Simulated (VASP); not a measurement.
# Zn (P6_3/mmc) in VASP: further runs, part 2 of 2

VASP 6.6.1. The steps go on from the part before.

### Step 4. Single point, r2SCAN

This run uses another cell than the first one, of 14.56 Å³/atom, 1.258 times its volume.

POSCAR

```
Zn
1.0
    2.5952586734      0.0000000000      0.0000000000
   -1.2976293367      2.2475599406      0.0000000000
    0.0000000000      0.0000000000      4.9907059481
Zn
2
Direct
    0.3333333333      0.6666666667      0.2500000000
    0.6666666667      0.3333333333      0.7500000000
```

INCAR.step1

```
SYSTEM = Zn
  PREC = Accurate
  ENCUT = 520
  ISMEAR = 0
  SIGMA = 0.1
  LREAL = .FALSE.
  LASPH = .TRUE.
  NELM = 80
  NBANDS = 19
  GGA = PE
  ALGO = Normal
  EDIFF = 1E-4
  LWAVE = .TRUE.
  LCHARG = .FALSE.
```

INCAR.step2

```
SYSTEM = Zn
  PREC = Accurate
  ENCUT = 520
  EDIFF = 1E-6
  ISMEAR = 0
  SIGMA = 0.1
  LREAL = .FALSE.
  LASPH = .TRUE.
  NELM = 80
  ALGO = Normal
  ISIF = 2
  LWAVE = .FALSE.
  LCHARG = .FALSE.
  METAGGA = R2SCAN
  LMIXTAU = .TRUE.
  NBANDS = 19
  ISTART = 1
```

KPOINTS

```
regular mesh
0
G
  18 18 8
  0 0 0
```

Potentials or basis: VASP PAW PBE potentials, release 64 (Zn).

Started as:

```
cat potpaw_PBE.64/Zn/POTCAR > POTCAR
cp INCAR.step1 INCAR
mpirun -np 1 vasp_std > vasp.out
cp INCAR.step2 INCAR
mpirun -np 1 vasp_std > vasp.out
```

OUTCAR:

```text
SYSTEM = Zn
   PREC = Accurate
   ENCUT = 520
   EDIFF = 1E-6
   ISMEAR = 0
   LREAL = .FALSE.
   LASPH = .TRUE.
   NELM = 80
   ISIF = 2
   METAGGA = R2SCAN
   ISTART = 1

 ion  position               nearest neighbor table
   1  0.333  0.667  0.250-   2 2.91   2 2.91   2 2.91   2 2.91   2 2.91   2 2.91
   2  0.667  0.333  0.750-   1 2.91   1 2.91   1 2.91   1 2.91   1 2.91   1 2.91

  LATTYP: Found a hexagonal cell.
 ALAT       =     2.5952586734
 C/A-ratio  =     1.9230090624

  Lattice vectors:

 A1 = (   2.5952586734,   0.0000000000,   0.0000000000)
 A2 = (  -1.2976293367,   2.2475599406,   0.0000000000)
 A3 = (   0.0000000000,   0.0000000000,   4.9907059481)

Analysis of symmetry for initial positions (statically):
=====================================================================
 Subroutine PRICEL returns:
 Original cell was already a primitive cell.

 Routine SETGRP: Setting up the symmetry group for a
 hexagonal supercell.

 Subroutine GETGRP returns: Found 24 space group operations
 (whereof 12 operations were pure point group operations)
 out of a pool of 24 trial point group operations.

The static configuration has the point symmetry D_3d.
[... 162 lines left out ...]
  energy without entropy =      -17.80064707  energy(sigma->0) =      -17.80171405

 E-fermi :   3.3330     XC(G=0): -12.8788

 val. band max:        3.3260818582   @ k =   0.2778   0.1667   0.0000
 cond. band min:       3.3534533519   @ k =   0.3333   0.1111   0.0000
 fundamental gap:      0.0273714937
 Fermi energy:         3.3329515673

 k-point     1 :       0.0000    0.0000    0.0000
  band No.  band energies     occupation
      1      -7.9425      2.00000
      2      -5.9789      2.00000
      3      -5.1380      2.00000
      4      -4.8348      2.00000
      5      -4.8347      2.00000
      6      -4.7878      2.00000
[... 505 lines left out ...]
      6      -4.6648      2.00000
[... 11 lines left out ...]
     18      17.5135      0.00000
     19      18.9099      0.00000

 [... further k-points ...]

------------------------ aborting loop because EDIFF is reached ----------------------------------------

  FORCE on cell =-STRESS in cart. coord.  units (eV):
  Direction    XX          YY          ZZ          XY          YZ          ZX
  --------------------------------------------------------------------------------------
  -------------------------------------------------------------------------------------
  Total        0.1120987      0.1120987      0.0469585      0.0000000      0.0000000      0.0000000
  in kB        6.1696043      6.1696043      2.5844676      0.0000000      0.0000000      0.0000000
  external PRESSURE =       4.9745587 kB  Pullay stress =       0.0000000 kB

 VOLUME and BASIS-vectors are now :
 -----------------------------------------------------------------------------
  energy-cutoff  :      520.00
  volume of cell :       29.11
      direct lattice vectors                 reciprocal lattice vectors
     2.595258673  0.000000000  0.000000000     0.385318046  0.222463477  0.000000000
    -1.297629337  2.247559941  0.000000000     0.000000000  0.444926955  0.000000000
     0.000000000  0.000000000  4.990705948     0.000000000  0.000000000  0.200372454

 POSITION                                       TOTAL-FORCE (eV/Angst)
 -----------------------------------------------------------------------------------
     -0.00000      1.49837      1.24768        -0.000000     -0.000000      0.000000
      1.29763      0.74919      3.74303         0.000000      0.000000      0.000000
 -----------------------------------------------------------------------------------
    total drift:                               -0.000000      0.000000      0.000000

  FREE ENERGIE OF THE ION-ELECTRON SYSTEM (eV)
  ---------------------------------------------------
  free  energy   TOTEN  =       -17.8027810298 eV

  energy  without entropy=      -17.8006470713  energy(sigma->0) =      -17.80171405
```

OSZICAR.step1:

```text
N       E                     dE             d eps       ncg     rms          rms(c)
DAV:   1     0.112554716018E+03    0.11255E+03   -0.12373E+04  7318   0.203E+03
DAV:   2     0.259020490887E+01   -0.10996E+03   -0.10608E+03  7059   0.295E+02
DAV:   3    -0.240631993325E+01   -0.49965E+01   -0.49762E+01  7833   0.695E+01
DAV:   4    -0.243493565597E+01   -0.28616E-01   -0.28609E-01  7740   0.541E+00
DAV:   5    -0.243497009409E+01   -0.34438E-04   -0.34438E-04  7552   0.170E-01    0.445E+00
DAV:   6    -0.221480670781E+01    0.22016E+00   -0.83500E-01  7801   0.197E+01    0.323E+00
DAV:   7    -0.220388749545E+01    0.10919E-01   -0.28978E-02  8896   0.291E+00    0.165E+00
DAV:   8    -0.219875190632E+01    0.51356E-02   -0.18668E-03  9739   0.683E-01    0.489E-02
DAV:   9    -0.219875633863E+01   -0.44323E-05   -0.23978E-04  6478   0.208E-01
   1 F= -.21987563E+01 E0= -.21978358E+01  d E =-.184108E-02
```

Wall time 2.7 min (1 thread of Intel Xeon 6975P-C (Granite Rapids), shared host); peak memory 0.2 GiB.

Results:

| Quantity | Value |
| --- | --- |
| Free energy | -17.8028 eV |
| Pressure | 0.5 GPa |
| Band gap on the k mesh | zero (band 12 reaches 5.08 eV, above the bottom of band 13 at -0.23 eV) |

Caveat: the PAW data sets were made with another functional, which shifts forces and pressure a little.

### Step 5. Single point, r2SCAN

This run uses another cell than the first one, of 12.50 Å³/atom, 1.080 times its volume.

POSCAR

```
Zn
1.0
    2.5926974285      0.0000000000      0.0000000000
   -1.2963487142      2.2453418374      0.0000000000
    0.0000000000      0.0000000000      4.2959527652
Zn
2
Direct
    0.3333333333      0.6666666667      0.2500000000
    0.6666666667      0.3333333333      0.7500000000
```

INCAR.step1

```
SYSTEM = Zn
PREC = Accurate ; ENCUT = 520
ISMEAR = 0 ; SIGMA = 0.1
LREAL = .FALSE. ; LASPH = .TRUE.
NELM = 100 ; NBANDS = 19
GGA = PE ; ALGO = Normal
EDIFF = 1E-4 ; LWAVE = .TRUE.
LCHARG = .FALSE.
```

INCAR.step2

```
SYSTEM = Zn
PREC = Accurate ; ENCUT = 520
EDIFF = 1E-6 ; ISMEAR = 0
SIGMA = 0.1 ; LREAL = .FALSE.
LASPH = .TRUE. ; NELM = 100
ALGO = Normal ; ISIF = 2
LWAVE = .FALSE. ; LCHARG = .FALSE.
METAGGA = R2SCAN ; LMIXTAU = .TRUE.
NBANDS = 19 ; ISTART = 1
```

KPOINTS

```
regular mesh
0
G
  18 18 10
  0 0 0
```

Started as:

```
cat potpaw_PBE.64/Zn/POTCAR > POTCAR
cp INCAR.step1 INCAR
mpirun -np 1 vasp_std > vasp.out
cp INCAR.step2 INCAR
mpirun -np 1 vasp_std > vasp.out
```

It took 2.4 min on 1 thread of Intel Xeon 6975P-C (Granite Rapids), shared host; peak memory 0.2 GiB.

It converged, with:

```
Free energy            : -17.6449 eV
Pressure               : 15.9 GPa
Band gap on the k mesh : zero (band 12 reaches 6.29 eV, above the bottom of band 13 at 3.25 eV)
```

Levels at points of the mesh, in eV from the Fermi level:
| k point | band 8 | band 9 | band 10 | band 11 | band 12 | band 13 | band 14 | band 15 | band 16 | band 17 |
| --- | --- | --- | --- | --- | --- | --- | --- | --- | --- | --- |
| (0.00, 0.00, 0.00) | -8.45 | -8.45 | -7.96 | -7.96 | -4.42 | -1.50 | 18.31 | 18.31 | 19.60 | 20.13 |
| (0.50, 0.00, 0.00) | -7.88 | -7.87 | -7.81 | -4.32 | -3.19 | 3.88 | 4.15 | 6.38 | 6.51 | 9.98 |
| (0.00, 0.00, 0.50) | -8.81 | -8.12 | -8.12 | -8.12 | -8.12 | 8.09 | 8.09 | 20.30 | 20.30 | 20.30 |
| (0.50, 0.00, 0.50) | -7.98 | -7.83 | -7.83 | -3.10 | -3.10 | 0.08 | 0.08 | 12.70 | 12.70 | 14.04 |

Caveat: the PAW data sets were made with another functional, which shifts forces and pressure a little.

### Step 6. Summary

```csv
cell,k mesh,gap on the mesh (eV),pressure (GPa)
"a = 2.532, b = 2.532, c = 4.171 Å, angles 90.0, 90.0, 120.0°, 2 atoms",18 × 18 × 10,none,31.1
"a = 2.590, b = 2.590, c = 4.804 Å, angles 90.0, 90.0, 120.0°, 2 atoms",18 × 18 × 8,none,3.6
"a = 2.595, b = 2.595, c = 4.991 Å, angles 90.0, 90.0, 120.0°, 2 atoms",18 × 18 × 8,none,0.5
"a = 2.593, b = 2.593, c = 4.296 Å, angles 90.0, 90.0, 120.0°, 2 atoms",18 × 18 × 10,none,15.9
```

Alike in all rows: task single point; level r2SCAN; potentials or basis VASP PAW PBE potentials, release 64 (Zn); no spin polarisation; cutoff (eV) 520; smearing gaussian 0.1 eV.

Caveats: the PAW data sets were made with another functional, which shifts forces and pressure a little.

Total energies depend on the potentials used, so only differences within one code and one set of settings carry meaning.
